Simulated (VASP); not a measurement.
A run of VASP 6.6.1 is set up as follows.

Contents of INCAR:

```
PREC = Accurate
ENCUT = 520
EDIFF = 1E-7
ISMEAR = -1
SIGMA = 0.1
LREAL = False
LASPH = True
NELM = 150
ALGO = Normal
ISIF = 2
LWAVE = False
LCHARG = False
ISPIN = 2
MAGMOM = 1.08 0.38 0.38
LORBIT = 11
NUPDOWN = 1.8
LMAXMIX = 4
NBANDS = 22
```

KPOINTS

```
Automatic mesh
0
Gamma
  12 12 7
```

Contents of POSCAR:

```
NiO2
1.0
    2.7987820000      0.0000000000      0.0000000000
   -1.3993910000      2.4238163117      0.0000000000
    0.0000000000      0.0000000000      4.6182730000
Ni O
1 2
Direct
    0.0000000000      0.0000000000      0.5000000000
    0.6666670000      0.3333330000      0.7060390000
    0.3333330000      0.6666670000      0.2939610000
```

Potentials or basis: VASP PAW LDA potentials, release 64 (Ni, O).

Run with:

```sh
$ cat potpaw_LDA.64/Ni/POTCAR potpaw_LDA.64/O/POTCAR > POTCAR
$ mpirun -np 1 vasp_std > vasp.out
```

Task: What does it give for the largest force?

Result: 0.209 eV/Å.

Task: What does it give for the pressure?

Result: 0.6 GPa.

Forces on the atoms (eV/Å):
```
Ni   0.000  0.000  0.000
O    0.000  0.000 -0.209
O    0.000  0.000  0.209
```

Caveat: the total moment is fixed, so each spin has its own Fermi level; a cell with one magnetic atom can't hold antiferromagnetic order, which such compounds often take.
